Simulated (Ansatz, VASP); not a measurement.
BP in VASP and in Ansatz

The input INCAR:

```
SYSTEM = BP
ALGO = Normal
EDIFF = 1E-6
ENCUT = 520
GGA = PE
ISIF = 2
ISMEAR = -1
LASPH = .TRUE.
LCHARG = .FALSE.
LREAL = .FALSE.
LWAVE = .FALSE.
NBANDS = 11
NELM = 100
PREC = Accurate
SIGMA = 0.08
```

KPOINTS

```
k-points
0
G
  15 15 15
  0 0 0
```

The input POSCAR:

```
BP
1.0
    0.0000000000      2.1793249680      2.1793249680
    2.1793249680      0.0000000000      2.1793249680
    2.1793249680      2.1793249680      0.0000000000
B P
1 1
Direct
    0.0000000000      0.0000000000      0.0000000000
    0.2500000000      0.2500000000      0.2500000000
```

Input for Ansatz:

```yaml
crystal:
  lattice:
    - [0.0, 2.179324968, 2.179324968]
    - [2.179324968, 0.0, 2.179324968]
    - [2.179324968, 2.179324968, 0.0]
  atoms:
    - { symbol: B, position: [0.0, 0.0, 0.0] }
    - { symbol: P, position: [0.25, 0.25, 0.25] }
kpoints:
  mp_grid: { grid: [15, 15, 15] }
scf:
  occupations: { method: fermi_dirac, width: 0.08 }
hamiltonian:
  xc: pbe
  pseudopotentials: { kind: paw }
output:
  forces: true
  stress: true
  eigenvalues: true
  populations: true
```

Change from the starting cell: volume scaled by 0.88, PAW files.

Alike in both runs: task single point; functional PBE; k mesh 15 × 15 × 15; occupations fermi-dirac, width 0.08 eV; no spin polarisation.

|  | VASP | Ansatz |
| --- | --- | --- |
| version | VASP 6.6.1 | Ansatz 0.2.0 |
| potentials or method | VASP PAW PBE potentials, release 64 (B, P) | PAW with Ansatz's default frozen-core files, scalar-relativistic |
| plane-wave cutoff (eV) | 520 | 420 |
| valence electrons in the cell | 8 | 8 |

```csv
,VASP,Ansatz,Ansatz less VASP
pressure (GPa),26.0,26.3,+0.38
```

With one functional, cell and mesh, what is left measures potentials, basis and numerics.
